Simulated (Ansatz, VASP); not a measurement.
**Ti: VASP beside Ansatz**

Contents of INCAR:

```
PREC = Accurate
ENCUT = 520
EDIFF = 1E-7
ISMEAR = -1
SIGMA = 0.05
LREAL = False
LASPH = True
NELM = 80
ALGO = Normal
ISIF = 2
LWAVE = False
LCHARG = False
GGA = PS
NBANDS = 19
```

The input KPOINTS:

```
Automatic mesh
0
Gamma
  14 14 8
```

POSCAR

```
Ti
1.0
    2.9301986205      0.0000000000      0.0000000000
   -1.4650993102      2.5376264435      0.0000000000
    0.0000000000      0.0000000000      4.6545493880
Ti
2
Direct
    0.3333333333      0.6666666667      0.2500000000
    0.6666666667      0.3333333333      0.7500000000
```

Input for Ansatz:

```yaml
crystal:
  lattice:
    - [2.9301986205, 0.0, 0.0]
    - [-1.4650993102, 2.5376264435, 0.0]
    - [0.0, 0.0, 4.654549388]
  atoms:
    - { symbol: Ti, position: [0.3333333333, 0.6666666667, 0.25] }
    - { symbol: Ti, position: [0.6666666667, 0.3333333333, 0.75] }
kpoints:
  mp_grid: { grid: [14, 14, 8] }
  band_path:
    path:
      - [0.0, 0.0, 0.0]
      - [0.5, 0.0, 0.0]
      - [0.3333333333, 0.3333333333, 0.0]
      - [0.0, 0.0, 0.0]
      - [0.0, 0.0, 0.5]
      - [0.5, 0.0, 0.5]
      - [0.3333333333, 0.3333333333, 0.5]
      - [0.0, 0.0, 0.5]
      - [0.5, 0.0, 0.5]
    npoints: 5
scf:
  occupations: { method: fermi_dirac, width: 0.05 }
hamiltonian:
  xc: pbesol
  pseudopotentials: { kind: all_electron, lapw: { basis_error: 0.00025 } }
output:
  forces: true
  stress: true
  eigenvalues: true
```

Change from the starting cell: volume scaled by 0.98.

Alike in both runs: task single point; functional PBEsol; k mesh 14 × 14 × 8; occupations fermi-dirac, width 0.05 eV; no spin polarisation.

|  | VASP | Ansatz |
| --- | --- | --- |
| version | VASP 6.6.1 | Ansatz 0.2.0 |
| potentials or method | VASP PAW PBE potentials, release 64 (Ti_sv), cutoff 520 eV | all-electron LAPW, scalar-relativistic |

```tsv
	VASP	Ansatz	Ansatz less VASP
pressure (GPa)	-4.1	-3.8	+0.23
traceless stress, the component that is largest in VASP (GPa)	-0.34	-0.34	-0.001
```

VASP's potentials were made for PBE, not for PBEsol. Ansatz ran all-electron here, and VASP with PAW potentials.
